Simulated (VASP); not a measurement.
# Hf (P6_3/mmc) in VASP: relaxation of shape and atoms at fixed volume with LDA

Aim: the relaxation of shape and atoms at fixed volume of Hf with LDA.

Everything below comes from runs of VASP 6.6.1. Logs are shortened: lines on timing, memory, paths and dates and some standing lists are left out, and cuts for length are marked.

**1. The cell of the first run**

Symmetry: P6_3/mmc, No. 194, hexagonal system. The conventional cell has a = 2.741 Å, b = 2.741 Å, c = 4.352 Å, α = 90.00°, β = 90.00°, γ = 120.00°. Within 3.5 Å of Hf (site symmetry -6m2) lie 12 Hf at 2.69 to 2.74 Å.

**2. Relaxation of shape and atoms at fixed volume, LDA**

INCAR

```
PREC     = Accurate       # precision mode
ENCUT    = 600            # plane-wave cutoff, eV
EDIFF    = 1E-6           # SCF threshold, eV
ISMEAR   = -1             # smearing method
SIGMA    = 0.1            # smearing width, eV
LREAL    = False          # projectors in reciprocal space
LASPH    = True           # aspherical terms in the spheres
NELM     = 100            # most SCF steps
ALGO     = Normal         # electronic algorithm
ISIF     = 4              # what is computed and relaxed
LWAVE    = False          # write WAVECAR
LCHARG   = False          # write CHGCAR
IBRION   = 2              # ionic algorithm
NSW      = 50             # ionic steps
EDIFFG   = -0.005         # ionic threshold
```

KPOINTS

```
regular mesh
0
Gamma
  16 16 9
```

POSCAR

```
Hf
1.0
    2.7413099386      0.0000000000      0.0000000000
   -1.3706549693      2.3740440464      0.0000000000
    0.0000000000      0.0000000000      4.3524927746
Hf
2
Direct
    0.3333333333      0.6666666667      0.2500000000
    0.6666666667      0.3333333333      0.7500000000
```

Potentials or basis: VASP PAW LDA potentials, release 64 (Hf_pv).

Started as:

```bash
cat potpaw_LDA.64/Hf_pv/POTCAR > POTCAR
mpirun -np 1 vasp_std > vasp.out
```

OUTCAR:

```text
PREC = Accurate
   ENCUT = 600
   EDIFF = 1E-6
   ISMEAR = -1
   LREAL = False
   LASPH = True
   NELM = 100
   ISIF = 4
   IBRION = 2
   NSW = 50
   EDIFFG = -0.005

 ion  position               nearest neighbor table
   1  0.333  0.667  0.250-   2 2.69   2 2.69   2 2.69   2 2.69   2 2.69   2 2.69   2 3.84   2 3.84
                             2 3.84   2 3.84   2 3.84   2 3.84
   2  0.667  0.333  0.750-   1 2.69   1 2.69   1 2.69   1 2.69   1 2.69   1 2.69   1 3.84   1 3.84
                             1 3.84   1 3.84   1 3.84   1 3.84

  LATTYP: Found a hexagonal cell.
 ALAT       =     2.7413099386
 C/A-ratio  =     1.5877419453

  Lattice vectors:

 A1 = (   2.7413099386,   0.0000000000,   0.0000000000)
 A2 = (  -1.3706549693,   2.3740440464,   0.0000000000)
 A3 = (   0.0000000000,   0.0000000000,   4.3524927746)

Analysis of symmetry for initial positions (statically):
=====================================================================
 Subroutine PRICEL returns:
 Original cell was already a primitive cell.

 Routine SETGRP: Setting up the symmetry group for a
 hexagonal supercell.

 Subroutine GETGRP returns: Found 24 space group operations
 (whereof 12 operations were pure point group operations)
 out of a pool of 24 trial point group operations.

The static configuration has the point symmetry D_3d.
 The point group associated with its full space group is D_6h.

Analysis of symmetry for dynamics (positions and initial velocities):
=====================================================================
 Subroutine PRICEL returns:
 Original cell was already a primitive cell.

 Routine SETGRP: Setting up the symmetry group for a
 hexagonal supercell.

 Subroutine GETGRP returns: Found 24 space group operations
 (whereof 12 operations were pure point group operations)
 out of a pool of 24 trial point group operations.

The dynamic configuration has the point symmetry D_3d.
 The point group associated with its full space group is D_6h.

 Subroutine INISYM returns: Found 24 space group operations
 (whereof 12 operations are pure point group operations),
 and found     1 'primitive' translations

----------------------------------------------------------------------------------------

                                     Primitive cell

  volume of cell :      28.3260

  direct lattice vectors                    reciprocal lattice vectors
     2.741309939  0.000000000  0.000000000     0.364789105  0.210611088  0.000000000
    -1.370654969  2.374044046  0.000000000     0.000000000  0.421222176  0.000000000
     0.000000000  0.000000000  4.352492775     0.000000000  0.000000000  0.229753397

  length of vectors
     2.741309939  2.741309939  4.352492775     0.421222176  0.421222176  0.229753397

  position of ions in fractional coordinates (direct lattice)
     0.333333333  0.666666667  0.250000000
     0.666666667  0.333333333  0.750000000

  ion indices of the primitive-cell ions
   primitive index   ion index
                 1           1
                 2           2

----------------------------------------------------------------------------------------

 KPOINTS: regular mesh

Automatic generation of k-mesh.
 Grid dimensions read from file:
 generate k-points for:   16   16    9

 Generating k-lattice:

  Cartesian coordinates                     Fractional coordinates (reciprocal lattice)
     0.022799319  0.013163193  0.000000000     0.062500000  0.000000000  0.000000000
     0.000000000  0.026326386  0.000000000     0.000000000  0.062500000  0.000000000
     0.000000000  0.000000000  0.025528155     0.000000000  0.000000000  0.111111111

  Length of vectors
     0.026326386  0.026326386  0.025528155

  Shift w.r.t. Gamma in fractional coordinates (k-lattice)
     0.000000000  0.000000000  0.000000000

 Subroutine IBZKPT returns following result:
 ===========================================

 Found    150 irreducible k-points:

 Following reciprocal coordinates:
            Coordinates               Weight
  0.000000  0.000000  0.000000      1.000000
  0.062500  0.000000  0.000000      6.000000
  0.125000  0.000000  0.000000      6.000000
  0.187500  0.000000  0.000000      6.000000
  0.250000  0.000000  0.000000      6.000000
  0.312500  0.000000  0.000000      6.000000
[... 16 lines left out ...]
  0.187500  0.187500  0.000000      6.000000
  0.250000  0.187500  0.000000     12.000000
 [... further k-points ...]
   k-points           NKPTS =    150   k-points in BZ     NKDIM =    150   number of bands    NBANDS=     14
   number of dos      NEDOS =    301   number of ions     NIONS =      2
   total plane-waves  NPLWV =  20736
   dimension x,y,z NGX =    24 NGY =   24 NGZ =   36
   dimension x,y,z NGXF=    48 NGYF=   48 NGZF=   72
   ions per type =               2
   NGX,Y,Z   is equivalent  to a cutoff of  14.55, 14.55, 13.75 a.u.
   NGXF,Y,Z  is equivalent  to a cutoff of  29.11, 29.11, 27.50 a.u.
 SYSTEM =  unknown system
   PREC   = accura    normal or accurate (medium, high low for compatibility)
   ISTART =      0    job   : 0-new  1-cont  2-samecut
   ICHARG =      2    charge: 1-file 2-atom 10-const
   ISPIN  =      1    spin polarized calculation?
   LNONCOLLINEAR =      F non collinear calculations
   LSORBIT =      F    spin-orbit coupling
   LASPH  =      T    aspherical Exc in radial PAW
   ENCUT  =  600.0 eV  44.10 Ry    6.64 a.u.   5.48  5.48  8.69*2*pi/ulx,y,z
   NELM   =    100;   NELMIN=  2; NELMDL= -5     # of ELM steps
   EDIFF  = 0.1E-05   stopping-criterion for ELM
   LREAL  =      F    real-space projection
   EDIFFG = -.5E-02   stopping-criterion for IOM
   NSW    =     50    number of steps for IOM
   IBRION =      2    ionic relax: 0-MD 1-quasi-New 2-CG
   NFREE  =      1    steps in history (QN), initial steepest desc. (CG)
   ISIF   =      4    stress and relaxation
   ISYM   =      2    0-nonsym 1-usesym 2-fastsym
   POTIM  = 0.5000    time-step for ionic-motion
   TEBEG  =    0.0;   TEEND  =   0.0 temperature during run
   PSTRESS=    0.0 pullay stress
   NELECT =      20.0000    total number of electrons
   NUPDOWN=      -1.0000    fix difference up-down
   EMIN   =  10.00;   EMAX   =-10.00  energy-range for DOS
   EFERMI =   0.00;   METHOD = LEGACY
   ISMEAR =    -1;   SIGMA  =   0.10  broadening in eV -4-tet -1-fermi 0-gaus
   EFERMI_NEDOS =   21; number of points for ismear=-14 and -15
   IALGO  =     38    algorithm
   IMIX   =      4    mixing-type and parameters
     AMIX     =   0.40;   BMIX     =  1.00
     AMIX_MAG =   1.60;   BMIX_MAG =  1.00
  volume/ion in A,a.u.               =      14.16        95.58
  Fermi-wavevector in a.u.,A,eV,Ry     =   1.457773  2.754791 28.913761  2.125101
  Thomas-Fermi vector in A             =   2.574535
   LORBIT       =      0    0 simple, 1 ext, 2 COOP (PROOUT), +10 PAW based schemes
   GGA     = CA    functional components
   LHFCALC =     F    Hartree Fock is set to
   AEXX    =    0.0000 exact exchange contribution
   IVDW    =     0    specifies the selected vdW correction
   LEPSILON=     F    determine dielectric tensor
   LRPA    =     F    only Hartree local field effects (RPA)
 conjugate gradient relaxation of ions
 non-spin polarized calculation
  energy-cutoff  :      600.00
  volume of cell :       28.33
 maximum number of plane-waves:       971
 NGX is ok and might be reduce to    24
   NGX = 11   NGY = 11   NGZ = 17

--------------------------------------- Ionic step        1  -------------------------------------------

 number of electron      20.0000000 magnetization

 Free energy of the ion-electron system (eV)
  ---------------------------------------------------
  ext. energy  EPLUGINS =         0.00000000
  ---------------------------------------------------
  free energy    TOTEN  =       -18.60739124 eV

  energy without entropy =      -18.56155548  energy(sigma->0) =      -18.58447336

------------------------ aborting loop because EDIFF is reached ----------------------------------------

  FORCE on cell =-STRESS in cart. coord.  units (eV):
  Direction    XX          YY          ZZ          XY          YZ          ZX
  --------------------------------------------------------------------------------------
  -------------------------------------------------------------------------------------
  Total       14.9719268     14.9719268     17.4931286      0.0000000      0.0000000      0.0000000
  in kB      846.8437858    846.8437857    989.4482853      0.0000000      0.0000000      0.0000000
  external PRESSURE =     894.3786189 kB  Pullay stress =       0.0000000 kB
[... 57 lines left out ...]
  energy  without entropy=      -18.6213410831  energy(sigma->0) =      -18.64193362

--------------------------------------- Ionic step        3  -------------------------------------------

 number of electron      20.0000001 magnetization

 Free energy of the ion-electron system (eV)
  ---------------------------------------------------
  ext. energy  EPLUGINS =         0.00000000
  ---------------------------------------------------
  free energy    TOTEN  =       -18.66285816 eV

  energy without entropy =      -18.62190442  energy(sigma->0) =      -18.64238129

 E-fermi :   8.4794     XC(G=0): -13.7228

 val. band max:        8.4719405760   @ k =   0.1250   0.0625   0.1111
 cond. band min:       8.4823909978   @ k =   0.1250   0.0000   0.2222
 fundamental gap:      0.0104504218
 Fermi energy:         8.4794316706

 k-point     1 :       0.0000    0.0000    0.0000
  band No.  band energies     occupation
      1     -23.0214      2.00000
      2     -20.0644      2.00000
      3     -20.0644      2.00000
      4     -19.9190      2.00000
      5     -19.7253      2.00000
      6     -19.7253      2.00000
      7       0.1746      2.00000
      8       3.2477      2.00000
      9       8.9750      0.01399
     10       9.7617      0.00001
     11       9.7617      0.00001
     12      10.9240      0.00000
     13      10.9240      0.00000
     14      11.5751      0.00000
[... 375 lines left out ...]
 k-point    24 :       0.2500    0.1875    0.0000
  band No.  band energies     occupation
      1     -22.2556      2.00000
      2     -22.0358      2.00000
      3     -21.8458      2.00000
      4     -21.0187      2.00000
      5     -20.5964      2.00000
      6     -20.3932      2.00000
      7       5.1704      2.00000
      8       5.3853      2.00000
      9       5.9537      2.00000
     10       7.2864      1.99999
     11       8.5283      0.76023
     12       9.9325      0.00000
     13      10.5562      0.00000
     14      13.2043      0.00000

 [... further k-points ...]

------------------------ aborting loop because EDIFF is reached ----------------------------------------

  FORCE on cell =-STRESS in cart. coord.  units (eV):
  Direction    XX          YY          ZZ          XY          YZ          ZX
  --------------------------------------------------------------------------------------
  -------------------------------------------------------------------------------------
  Total       15.3696300     15.3696300     15.3702715     -0.0000000     -0.0000000      0.0000000
  in kB      869.3387227    869.3387226    869.3750019     -0.0000000     -0.0000000      0.0000000
  external PRESSURE =     869.3508157 kB  Pullay stress =       0.0000000 kB
[... 17 lines left out ...]
  FREE ENERGIE OF THE ION-ELECTRON SYSTEM (eV)
  ---------------------------------------------------
  free  energy   TOTEN  =       -18.6628581644 eV

  energy  without entropy=      -18.6219044224  energy(sigma->0) =      -18.64238129

 reached required accuracy - stopping structural energy minimisation
```

It took 65 s on 1 thread of Intel Xeon Platinum 8375C at 2.90GHz (Ice Lake), shared host; peak memory 0.19 GiB.

What came out:

```yaml
Free_energy: -18.6629 eV
Energy_gained_by_relaxing: 27.7 meV/atom
Ionic_steps: 3
Pressure_after_relaxing: 86.9 GPa
Band_gap_on_the_k_mesh: zero (bands 10 and 11 overlap by 2.19 eV)
```

The path:
| step | energy change (eV) | largest force (eV/Å) | pressure (GPa) | volume (Å³) |
| --- | --- | --- | --- | --- |
| 1 | 0.0000 | 0.0000 | 89.44 | 28.33 |
| 2 | -0.0551 | 0.0000 | 87.10 | 28.33 |
| 3 | -0.0555 | 0.0000 | 86.94 | 28.33 |

Final structure:
```
Hf
1.0
     2.68236    0.00000    0.00000
    -1.34118    2.32299    0.00000
     0.00000    0.00000    4.54591
Hf
2
Direct
  0.33333 0.66667 0.25000
  0.66667 0.33333 0.75000
```

Levels at points of the mesh, in eV from the Fermi level:
```tsv
k point	band 6	band 7	band 8	band 9	band 10	band 11	band 12	band 13	band 14
(0.00, 0.00, 0.00)	-28.20	-8.30	-5.23	0.50	1.28	1.28	2.44	2.44	3.10
(0.50, 0.00, 0.00)	-28.69	-4.94	-4.20	-4.17	1.05	1.12	1.47	2.35	10.37
```

Caveat: spin-orbit coupling is left out, which moves the levels of the heavy elements.
